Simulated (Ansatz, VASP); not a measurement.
## One calculation of GaN, two programs

```
CELL_PARAMETERS angstrom
3.18315 0.00000 0.00000
-1.59157 2.75669 0.00000
0.00000 0.00000 5.18363
ATOMIC_POSITIONS crystal
Ga 0.33333 0.66667 0.99911
Ga 0.66667 0.33333 0.49911
N 0.33333 0.66667 0.37589
N 0.66667 0.33333 0.87589
```

Alike in both runs: task single point; functional r2SCAN; k mesh 12 × 12 × 6; no spin polarisation.

|  | VASP | Ansatz |
| --- | --- | --- |
| version | VASP 6.6.1 | Ansatz 0.2.0 |
| potentials or method | VASP PAW PBE potentials, release 64 (Ga_d, N) | plane waves, PAW |
| plane-wave cutoff (eV) | 520 | 500 |
| occupations | gaussian, width 0.01 eV | fixed |
| valence electrons in the cell | 36 | 36 |

```tsv
	VASP	Ansatz	Ansatz less VASP
gap on the k mesh at the Fermi level (eV)	2.34	2.35	+0.007
pressure (GPa)	1.1	0.0	-1.08
traceless stress, the component that is largest in VASP (GPa)	-0.08	0.01	+0.085
```

VASP's potentials were made for PBE, not for r2SCAN.
